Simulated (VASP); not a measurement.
The system is Li2O.

```xyz
3
Lattice="0.0000 2.3093 2.3093 2.3093 0.0000 2.3093 2.3093 2.3093 0.0000" Properties=species:S:1:pos:R:3 pbc="T T T"
O     0.0000    0.0000    0.0000
Li    1.1547    1.1547    1.1547
Li    3.4640    3.4640    3.4640
```

Base run:

* Program: VASP 6.6.1
* Functional: PBEsol
* Dispersion: D3(BJ)
* Potentials or basis: VASP PAW PBE potentials, release 64 (O, Li_sv)
* Cutoff: 750 eV
* k mesh: 7 × 7 × 7
* Occupations: fermi-dirac, width 0.0178 eV
* Spin: no spin polarisation

Its results: band gap on the k mesh 4.99 eV, indirect (least direct gap 5.16 eV); pressure -6.3 GPa.

The run is repeated on the same cell with these changes: functional from PBEsol to PBE; dispersion from D3(BJ) to none. What comes out?

Band gap on the k mesh 5.14 eV, indirect (least direct gap 5.27 eV); pressure 0.1 GPa.

Several settings changed at once, so the effect can't be laid on one alone.

Caveats: three body term missing (some runs); the PAW data sets were made with another functional, which shifts forces and pressure a little (some runs).

A k mesh can miss the band edges.
